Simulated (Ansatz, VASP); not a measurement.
**ZnS in VASP and in Ansatz**

```
Zn S
1.0
     4.03340    0.00000    0.00000
    -2.01670    3.49303    0.00000
     0.00000    0.00000    5.73025
Zn S
2 2
Direct
  0.33333 0.66667 0.00520
  0.66667 0.33333 0.50520
  0.33333 0.66667 0.39301
  0.66667 0.33333 0.89301
```

Alike in both runs: task single point; functional PBE; k mesh 9 × 9 × 4; occupations gaussian, width 0.05 eV; no spin polarisation.

|  | VASP | Ansatz |
| --- | --- | --- |
| version | VASP 6.6.1 | Ansatz 0.2.0 |
| potentials or method | VASP PAW PBE potentials, release 64 (Zn, S), cutoff 520 eV | scalar-relativistic, plane waves, PAW |
| valence electrons in the cell | 36 | 36 |

|  | VASP | Ansatz | Ansatz less VASP |
| --- | --- | --- | --- |
| gap on the k mesh at the Fermi level (eV) | 1.86 | 1.87 | +0.009 |
| least direct gap on the mesh (eV) | 1.86 | 1.87 | +0.009 |
| pressure (GPa) | 1.5 | 1.3 | -0.16 |
| traceless stress, the component that is largest in VASP (GPa) | 11.21 | 11.17 | -0.048 |
| rms of the force components (eV/Å) | 0.398 | 0.393 | -0.0051 |

Atom by atom the forces differ by 0.005 eV/Å (rms over components).
